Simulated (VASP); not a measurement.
Here is a VASP 6.6.1 calculation.

File INCAR:

```
PREC = Accurate ; ENCUT = 520
EDIFF = 1E-6 ; ISMEAR = 0
SIGMA = 0.1 ; LREAL = F
LASPH = T ; NELM = 60
ALGO = Fast ; ISIF = 2
LWAVE = F ; LCHARG = T
GGA = PE ; LELF = T
LVHAR = T ; NBANDS = 21
```

Contents of KPOINTS:

```
Automatic mesh
0
Gamma
  6 6 2
```

The input POSCAR:

```
Sn
1.0
    3.8517401787      0.0000000000      0.0000000000
    0.0000000000      3.8517401787      0.0000000000
    0.0000000000      0.0000000000      8.3541024909
Sn
2
Direct
    0.0000000000      0.5000000000      0.4175441095
    0.5000000000      0.0000000000      0.5824558905
```

Potentials or basis: VASP PAW PBE potentials, release 64 (Sn_d).

Run with:

```bash
$ cat potpaw_PBE.64/Sn_d/POTCAR > POTCAR
$ mpirun -np 1 vasp_std > vasp.out
```

(1) Estimate the pressure.

(2) Predict the band gap on the k mesh.

(3) What does it give for the largest force?

Results:

(1) 0.1 GPa.

(2) zero (band 14 reaches 1.86 eV, above the bottom of band 15 at 0.61 eV).

(3) 0.007 eV/Å.

Caveat: the k points lie up to 0.38 Å⁻¹ apart; spin-orbit coupling is left out, which moves the levels of the heavy elements.
